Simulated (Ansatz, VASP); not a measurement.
# One calculation of LiF, two programs

```
Li F
1.0
     3.23953    0.00000    0.00000
    -1.61977    2.80552    0.00000
     0.00000    0.00000    4.92927
Li F
2 2
Cartesian
  0.0000 1.8703 1.8784
  1.6198 0.9352 4.3430
  0.0000 1.8703 4.8993
  1.6198 0.9352 2.4347
```

Alike in both runs: task single point; functional PBE; k mesh 9 × 9 × 6; occupations gaussian, width 0.05 eV; no spin polarisation.

```csv
,VASP,Ansatz
version,VASP 6.6.1,Ansatz 0.2.0
potentials or method,"VASP PAW PBE potentials, release 64 (Li_sv, F), cutoff 520 eV","scalar-relativistic, plane waves, PAW"
valence electrons in the cell,20,20
```

```csv
,VASP,Ansatz,Ansatz less VASP
gap on the k mesh at the Fermi level (eV),7.18,7.19,+0.009
least direct gap on the mesh (eV),7.18,7.19,+0.009
rms of the force components (eV/Å),0.034,0.031,-0.0024
```

Atom by atom the forces differ by 0.002 eV/Å (rms over components).

Noted on VASP's run: the cutoff is short for stress, so the pressure is rough.
